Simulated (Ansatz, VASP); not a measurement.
**Co3Si8Ni: VASP beside Ansatz**

```xyz
12
Lattice="5.3706 0.0000 0.0000 0.0000 5.3706 0.0000 0.0000 0.0000 5.3706" Properties=species:S:1:pos:R:3 pbc="T T T"
Co    2.6853    0.0000    2.6853
Co    2.6853    2.6853    0.0000
Co    0.0000    2.6853    2.6853
Si    4.0164    1.3542    4.0164
Si    1.3542    1.3542    1.3542
Si    4.0164    4.0164    1.3542
Si    1.3542    4.0164    4.0164
Si    1.3542    4.0164    1.3542
Si    4.0164    4.0164    4.0164
Si    1.3542    1.3542    4.0164
Si    4.0164    1.3542    1.3542
Ni    0.0000    0.0000    0.0000
```

Alike in both runs: task single point; functional PBE; k mesh 4 × 4 × 4; occupations gaussian, width 0.1 eV; no spin polarisation.

```csv
,VASP,Ansatz
version,VASP 6.6.1,Ansatz 0.2.0
potentials or method,"VASP PAW PBE potentials, release 64 (Co, Si, Ni), cutoff 520 eV","scalar-relativistic, plane waves, PAW"
valence electrons in the cell,69,101
```

```tsv
	VASP	Ansatz	Ansatz less VASP
gap on the k mesh at the Fermi level (eV)	none	none	-
pressure (GPa)	-0.1	0.0	+0.17
rms of the force components (eV/Å)	0.026	0.025	-0.0011
```

Atom by atom the forces differ by 0.001 eV/Å (rms over components). A gap of «none» marks a metal or a gap that the smearing closes. VASP's potentials hold 69 valence electrons a cell and Ansatz's 101, so a difference there can come from the potentials and not from the codes.
